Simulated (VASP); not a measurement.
Input of a VASP 6.6.1 run:

Contents of INCAR:

```
  ALGO = Normal
  EDIFF = 1E-6
  ENCUT = 520
  GGA = PE
  ISIF = 2
  ISMEAR = 0
  LASPH = True
  LCHARG = True
  LELF = True
  LREAL = False
  LVHAR = True
  LWAVE = False
  NBANDS = 15
  NELM = 80
  PREC = Accurate
  SIGMA = 0.02
```

The input KPOINTS:

```
k-points
0
Gamma
  6 6 6
```

POSCAR

```
KI
1.0
    0.0000000000      3.7040092424      3.7040092424
    3.7040092424      0.0000000000      3.7040092424
    3.7040092424      3.7040092424      0.0000000000
K I
1 1
Direct
    0.0000000000      0.0000000000      0.0000000000
    0.5000000000      0.5000000000      0.5000000000
```

Potentials or basis: VASP PAW PBE potentials, release 64 (K_sv, I).

Launch:

```console
$ cat potpaw_PBE.64/K_sv/POTCAR potpaw_PBE.64/I/POTCAR > POTCAR
$ mpirun -np 1 vasp_std > vasp.out
```

(1) What does it give for the band gap on the k mesh?

(2) What does it give for the pressure?

Results:

(1) 3.66 eV, direct.

(2) -0.8 GPa.

Caveat: spin-orbit coupling is left out, which moves the levels of the heavy elements.
